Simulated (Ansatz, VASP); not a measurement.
**Ga: VASP beside Ansatz**

```xyz
1
Lattice="-1.3844 1.3844 2.3112 1.3844 -1.3844 2.3112 1.3844 1.3844 -2.3112" Properties=species:S:1:pos:R:3 pbc="T T T"
Ga    0.0000    0.0000    0.0000
```

Alike in both runs: functional r2SCAN; dispersion rVV10; k mesh 10 × 10 × 10; occupations tetrahedron; non-collinear spin, spin-orbit coupling.

```csv
,VASP,Ansatz
version,VASP 6.6.1,Ansatz 0.2.0
potentials or method,"VASP PAW PBE potentials, release 64 (Ga_d)",Ansatz PAW
plane-wave cutoff (eV),520,500
valence electrons in the cell,13,13
task,single point,density of states
```

|  | VASP | Ansatz | Ansatz less VASP |
| --- | --- | --- | --- |
| pressure (GPa) | -0.2 | -0.2 | +0.04 |
| traceless stress, the component that is largest in VASP (GPa) | -1.82 | -2.18 | -0.351 |
| net moment per atom (μB) | 0.00 | 0.00 | 0.000 |

VASP's potentials were made for PBE, not for r2SCAN.
